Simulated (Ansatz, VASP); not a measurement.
## One calculation of Mg2Si, two programs

INCAR

```
SYSTEM = Mg2Si
ALGO = Normal
EDIFF = 1E-6
ENCUT = 600
GGA = PE
GGA_COMPAT = .False.
ISIF = 2
ISMEAR = 0
LASPH = .True.
LCHARG = .False.
LREAL = .False.
LWAVE = .False.
NBANDS = 11
NELM = 120
PREC = Accurate
SIGMA = 0.1
```

File KPOINTS:

```
k-points
0
Gamma
  6 6 6
  0 0 0
```

Contents of POSCAR:

```
Mg2Si
1.0
    0.0000000000      3.1698180000      3.1698180000
    3.1698180000      0.0000000000      3.1698180000
    3.1698180000      3.1698180000      0.0000000000
Mg Si
2 1
Direct
    0.2500000000      0.2500000000      0.2500000000
    0.7500000000      0.7500000000      0.7500000000
    0.0000000000      0.0000000000      0.0000000000
```

Input for Ansatz:

```yaml
crystal:
  lattice:
    - [0.0, 3.169818, 3.169818]
    - [3.169818, 0.0, 3.169818]
    - [3.169818, 3.169818, 0.0]
  atoms:
    - { symbol: Mg, position: [0.25, 0.25, 0.25] }
    - { symbol: Mg, position: [0.75, 0.75, 0.75] }
    - { symbol: Si, position: [0.0, 0.0, 0.0] }
basis:
  ecutwfc: 420
kpoints:
  mp_grid: { grid: [6, 6, 6] }
hamiltonian:
  xc: pbe
scf:
  occupations: { method: gaussian, width: 0.1 }
output:
  forces: true
  stress: true
  eigenvalues: true
```

Alike in both runs: task single point; functional PBE; k mesh 6 × 6 × 6; occupations gaussian, width 0.1 eV; no spin polarisation.

|  | VASP | Ansatz |
| --- | --- | --- |
| version | VASP 6.6.1 | Ansatz 0.2.0 |
| potentials or method | VASP PAW PBE potentials, release 64 (Mg, Si), cutoff 600 eV | scalar-relativistic, plane waves, PAW |
| valence electrons in the cell | 8 | 24 |

Ansatz gave:

```
gap on the k mesh at the Fermi level (eV) : 0.20
least direct gap on the mesh (eV)         : 1.91
pressure (GPa)                            : 0.6
```

Task: Which values does VASP return?

Result: gap on the k mesh at the Fermi level (eV): 0.20; least direct gap on the mesh (eV): 1.91; pressure (GPa): 0.5.

With one functional, cell and mesh, what is left measures potentials, basis and numerics. VASP's potentials hold 8 valence electrons a cell and Ansatz's 24, so a difference there can come from the potentials and not from the codes.
